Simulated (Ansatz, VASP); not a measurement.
## One calculation of Sc, two programs

Contents of POSCAR:

```
Sc
1.0
    3.3309226006      0.0000000029      0.0000000000
   -1.6654613028      2.8846635887      0.0000000000
    0.0000000000      0.0000000000      5.1910135664
Sc
2
Direct
    0.3333333333      0.6666666667      0.2500000000
    0.6666666667      0.3333333333      0.7500000000
```

Contents of INCAR.step1:

```
ALGO     = Normal         # electronic algorithm
EDIFF    = 1E-4           # SCF threshold, eV
ENCUT    = 600            # plane-wave cutoff, eV
GGA      = PE             # functional
ISMEAR   = -1             # smearing method
LASPH    = T              # aspherical terms in the spheres
LCHARG   = F              # write CHGCAR
LREAL    = F              # projectors in reciprocal space
LWAVE    = T              # write WAVECAR
NELM     = 80             # most SCF steps
PREC     = Accurate       # precision mode
SIGMA    = 0.15           # smearing width, eV
```

File INCAR.step2:

```
ALGO     = Normal         # electronic algorithm
EDIFF    = 1E-6           # SCF threshold, eV
EDIFFG   = -0.001         # ionic threshold
ENCUT    = 600            # plane-wave cutoff, eV
IBRION   = 2              # ionic algorithm
ISIF     = 3              # what is computed and relaxed
ISMEAR   = -1             # smearing method
ISTART   = 1            
LASPH    = T              # aspherical terms in the spheres
LCHARG   = F              # write CHGCAR
LMIXTAU  = T            
LREAL    = F              # projectors in reciprocal space
LWAVE    = F              # write WAVECAR
METAGGA  = R2SCAN         # meta-GGA
NELM     = 80             # most SCF steps
NSW      = 80             # ionic steps
PREC     = Accurate       # precision mode
SIGMA    = 0.15           # smearing width, eV
```

The input KPOINTS:

```
k-points
0
Gamma
  12 12 8
```

Input for Ansatz:

```yaml
crystal:
  lattice:
    - [3.3309226006, 2.9e-09, 0.0]
    - [-1.6654613028, 2.8846635887, 0.0]
    - [0.0, 0.0, 5.1910135664]
  atoms:
    - { symbol: Sc, position: [0.3333333333, 0.6666666667, 0.25] }
    - { symbol: Sc, position: [0.6666666667, 0.3333333333, 0.75] }
basis:
  ecutwfc: 500
kpoints:
  mp_grid: { grid: [12, 12, 8] }
hamiltonian:
  xc: r2scan
  pseudopotentials: { kind: paw, azcp: { folder: soft_1 } }
scf:
  occupations: { method: fermi_dirac, width: 0.15 }
output:
  forces: true
  stress: true
  eigenvalues: true
relax:
  adjacent_minimum: "off"
  f_tol: 0.001
  max_steps: 60
  cell: { stress_tol: 0.01 }
```

Alike in both runs: task relaxation of cell and atoms; functional r2SCAN; k mesh 12 × 12 × 8; occupations fermi-dirac, width 0.15 eV; no spin polarisation.

|  | VASP | Ansatz |
| --- | --- | --- |
| version | VASP 6.6.1 | Ansatz 0.2.0 |
| potentials or method | VASP PAW PBE potentials, release 64 (Sc_sv), cutoff 600 eV | scalar-relativistic, plane waves, PAW |
| valence electrons in the cell | 22 | 22 |

|  | VASP | Ansatz | Ansatz less VASP |
| --- | --- | --- | --- |
| gap on the k mesh at the Fermi level, each at its own relaxed structure (eV) | none | none | - |
| relaxed volume (Å³/atom) | 25.18 | 25.12 | -0.064 |
| relaxed length of the cell vector where the two differ most in proportion (Å) | 5.241 | 5.235 | -0.0054 |

VASP's potentials were made for PBE, not for r2SCAN. A gap of «none» marks a metal or a gap that the smearing closes.
